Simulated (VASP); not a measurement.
A run of VASP 6.6.1:

File INCAR:

```
PREC = Accurate
ENCUT = 520
EDIFF = 1E-6
ISMEAR = 0
SIGMA = 0.15
LREAL = False
LASPH = True
NELM = 80
ALGO = Normal
ISIF = 2
LWAVE = False
LCHARG = True
GGA = PS
LELF = True
LVHAR = True
NBANDS = 14
```

File KPOINTS:

```
Automatic mesh
0
Gamma
  16 16 16
```

Contents of POSCAR:

```
HfB
1.0
    0.0000000000      2.3936993068      2.3936993068
    2.4494725006      0.0000000000      2.3936993068
    2.4494725006      2.3936993068      0.0000000000
Hf B
1 1
Direct
    0.4985704626      0.5014295374      0.5014295374
    0.0236036330     -0.0236036330     -0.0236036330
```

Potentials or basis: VASP PAW PBE potentials, release 64 (Hf_pv, B).

The run is started by

```bash
$ cat potpaw_PBE.64/Hf_pv/POTCAR potpaw_PBE.64/B/POTCAR > POTCAR
$ mpirun -np 1 vasp_std > vasp.out
```

Hardware: 1 thread of Intel(R) Xeon(R) 6975P-C (Granite Rapids) (shared host).

How long does it take, and how much memory?

It took 53 s on 1 thread of Intel(R) Xeon(R) 6975P-C (Granite Rapids), with other jobs on the host, peak memory 0.27 GiB. Counts: scf iterations 11, k points 349.
